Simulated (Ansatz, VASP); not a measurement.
# BAs in VASP and in Ansatz

```
B As
1.0
     0.00000    2.38500    2.38500
     2.38500    0.00000    2.38500
     2.38500    2.38500    0.00000
B As
1 1
Direct
  0.00000 0.00000 0.00000
  0.25000 0.25000 0.25000
```

Alike in both runs: task single point; functional PBEsol; k mesh 6 × 6 × 6; occupations gaussian, width 0.1 eV; no spin polarisation.

|  | VASP | Ansatz |
| --- | --- | --- |
| version | VASP 6.6.1 | Ansatz 0.2.0 |
| potentials or method | VASP PAW PBE potentials, release 64 (B, As), cutoff 500 eV | scalar-relativistic, plane waves, PAW |
| valence electrons in the cell | 8 | 18 |

|  | VASP | Ansatz | Ansatz less VASP |
| --- | --- | --- | --- |
| gap on the k mesh at the Fermi level (eV) | 1.18 | 1.19 | +0.009 |
| least direct gap on the mesh (eV) | 3.24 | 3.25 | +0.003 |
| pressure (GPa) | 0.7 | -0.2 | -0.89 |

VASP's potentials were made for PBE, not for PBEsol, and Ansatz warns of the same on its side. The functional is the same, so the differences come from potentials, cutoffs and numerics. VASP's potentials hold 8 valence electrons a cell and Ansatz's 18, so a difference there can come from the potentials and not from the codes.
